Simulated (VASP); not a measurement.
Here is a VASP 6.6.1 calculation.

The input INCAR:

```
PREC = Accurate
ENCUT = 520
EDIFF = 1E-6
ISMEAR = -1
SIGMA = 0.05
LREAL = F
LASPH = T
NELM = 60
ALGO = Normal
ISIF = 2
LWAVE = F
LCHARG = F
NBANDS = 18
```

Contents of KPOINTS:

```
Automatic mesh
0
Gamma
  6 6 3
```

Contents of POSCAR:

```
Y
1.0
    3.5210867901      0.0000000000      0.0000000000
   -1.7605433950      3.0493506091      0.0000000000
    0.0000000000      0.0000000000      5.5112007589
Y
2
Direct
    0.3333333333      0.6666666667      0.2500000000
    0.6666666667      0.3333333333      0.7500000000
```

Potentials or basis: VASP PAW LDA potentials, release 64 (Y_sv).

The run is started by

```bash
$ cat potpaw_LDA.64/Y_sv/POTCAR > POTCAR
$ mpirun -np 1 vasp_std > vasp.out
```

Task: Estimate the pressure.

Result: -0.1 GPa.

Task: Estimate the band gap on the k mesh.

Result: Zero (band 11 reaches 4.69 eV, above the bottom of band 12 at 2.96 eV).

Caveat: the k points lie up to 0.38 Å⁻¹ apart.
